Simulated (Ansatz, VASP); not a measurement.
Sr in VASP and in Ansatz

```
CELL_PARAMETERS angstrom
0.00000 2.87952 2.87952
2.87952 0.00000 2.87952
2.87952 2.87952 0.00000
ATOMIC_POSITIONS crystal
Sr 0.00000 0.00000 0.00000
```

Change from the starting cell: volume scaled by 0.92, LAPW.

Alike in both runs: task single point; functional PBEsol; k mesh 11 × 11 × 11; occupations fermi-dirac, width 0.05 eV; no spin polarisation.

```csv
,VASP,Ansatz
version,VASP 6.6.1,Ansatz 0.2.0
potentials or method,"VASP PAW PBE potentials, release 64 (Sr_sv), cutoff 520 eV","all-electron LAPW, scalar-relativistic"
```

|  | VASP | Ansatz | Ansatz less VASP |
| --- | --- | --- | --- |
| pressure (GPa) | 1.2 | 1.2 | -0.02 |

VASP's potentials were made for PBE, not for PBEsol. Ansatz ran all-electron here, and VASP with PAW potentials.
